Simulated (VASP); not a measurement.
A run of VASP 6.6.1 is set up as follows.

Contents of INCAR:

```
PREC     = Accurate       # precision mode
ENCUT    = 520            # plane-wave cutoff, eV
EDIFF    = 1E-6           # SCF threshold, eV
ISMEAR   = 0              # smearing method
SIGMA    = 0.1            # smearing width, eV
LREAL    = False          # projectors in reciprocal space
LASPH    = True           # aspherical terms in the spheres
NELM     = 80             # most SCF steps
ALGO     = Normal         # electronic algorithm
ISIF     = 2              # what is computed and relaxed
LWAVE    = False          # write WAVECAR
LCHARG   = False          # write CHGCAR
GGA      = PE             # functional
NBANDS   = 24             # bands
```

File KPOINTS:

```
Automatic mesh
0
Gamma
  4 4 4
```

File POSCAR:

```
Si2I
1.0
    0.0000000000      4.1445494300      4.1445494300
    4.1445494300      0.0000000000      4.1445494300
    4.1445494300      4.1445494300      0.0000000000
Si I
4 2
Direct
    0.6250000000      0.6250000000      0.1250000000
    0.6250000000      0.1250000000      0.6250000000
    0.6250000000      0.6250000000      0.6250000000
    0.1250000000      0.6250000000      0.6250000000
    0.2500000000      0.2500000000      0.2500000000
    0.0000000000      0.0000000000      0.0000000000
```

Potentials or basis: VASP PAW PBE potentials, release 64 (Si, I).

Command:

```console
$ cat potpaw_PBE.64/Si/POTCAR potpaw_PBE.64/I/POTCAR > POTCAR
$ mpirun -np 1 vasp_std > vasp.out
```

**Question.** What does it give for the pressure?

**Answer.** -4.3 GPa.

**Question.** Predict the band gap on the k mesh.

**Answer.** Zero (band 15 reaches 6.90 eV, above the bottom of band 16 at 5.90 eV).

Caveat: spin-orbit coupling is left out, which moves the levels of the heavy elements.
